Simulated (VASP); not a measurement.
SnO2: single point with PBE

The system is SnO2.

```xyz
24
Lattice="6.7155 0.0495 -0.2513 0.0495 6.9412 -0.0896 -0.2513 -0.0896 7.0388" Properties=species:S:1:pos:R:3 pbc="T T T"
Sn    2.5656    4.2981    3.8716
Sn    1.4294    0.6034    5.2803
Sn    4.7725    1.4864    5.8471
Sn    3.7858    4.8897    0.2698
Sn    5.7798    0.0976    2.7269
Sn    2.8517    1.1497    2.6341
Sn    0.5924    2.2168    1.1058
Sn   -0.1860    4.5695    6.1781
O     1.5017    6.5211    3.1806
O     4.4056    1.6003    3.4658
O     3.9549   -0.1915    1.4429
O     1.9541    0.9908    0.2279
O     5.1542    4.6701   -2.1743
O     4.7340    4.7166    3.1179
O     0.2657    4.2299    0.9824
O     5.4627    1.7388    0.8750
O     3.3610   -0.0180    5.5751
O     6.1633    6.7732    4.8675
O     4.3282    3.2599    6.0719
O     0.6436    1.9302    2.9776
O     0.5900   -0.3376   -0.3974
O     1.9229    4.6610    5.6024
O     0.2171    2.3996    5.7613
O     2.6139    3.5922    1.3874
```

| Quantity | Value |
| --- | --- |
| Program | VASP 6.6.1 |
| Task | single point |
| Functional | PBE |
| Potentials or basis | VASP PAW PBE potentials, release 64 (Sn_d, O) |
| Cutoff | 520 eV |
| k mesh | 1 × 1 × 1 |
| Occupations | fermi-dirac, width 0.2585 eV |
| Spin | no spin polarisation |

```yaml
Pressure: 10.3 GPa
Largest_force: 5.995 eV/Å
Band_gap_on_the_k_mesh: 0.07 eV
```

Forces on the atoms (eV/Å):
```
Sn   1.931  0.357 -4.526
Sn  -0.413  0.495 -0.245
Sn   1.347 -4.344 -1.072
Sn  -1.341 -0.198  0.326
Sn  -0.466 -0.434 -0.606
Sn  -3.968 -1.702 -4.159
Sn   1.678  3.398 -3.447
Sn   2.817 -1.013 -0.910
O    1.140 -0.437  1.224
O    3.353  0.912  3.228
O    0.292 -0.701  0.681
O    1.517  1.801  3.749
O   -1.301  0.056 -3.874
O   -0.187  1.311  1.166
O   -1.206  0.150  1.166
O   -1.160 -1.798 -0.804
O    0.443  0.675 -0.297
O   -1.970  1.480 -3.027
O   -2.084  2.469  2.239
O    1.678 -0.517  2.480
O   -0.565 -1.071  2.231
O   -1.303  0.577  3.009
O   -0.948 -0.571  0.332
O    0.718 -0.894  1.136
```

Stress tensor (GPa, compression positive):
```
11.75  0.07  3.25
 0.07  6.41 -2.29
 3.25 -2.29 12.67
```

Levels at points of the mesh, in eV from the valence-band top:
```tsv
k point	band 101	band 102	band 103	band 104	band 105	band 106	band 107	band 108
(0.00, 0.00, 0.00)	-1.33	-1.00	-0.58	0.00	0.07	0.71	0.88	1.06
```

It took 2.5 min on 1 thread of Intel(R) Xeon(R) Platinum 8259CL CPU @ 2.50GHz (Skylake/Cascade Lake), on a shared host, peak memory 0.33 GiB.

Caveat: the k points lie up to 0.94 Å⁻¹ apart; spin-orbit coupling is left out, which moves the levels of the heavy elements.
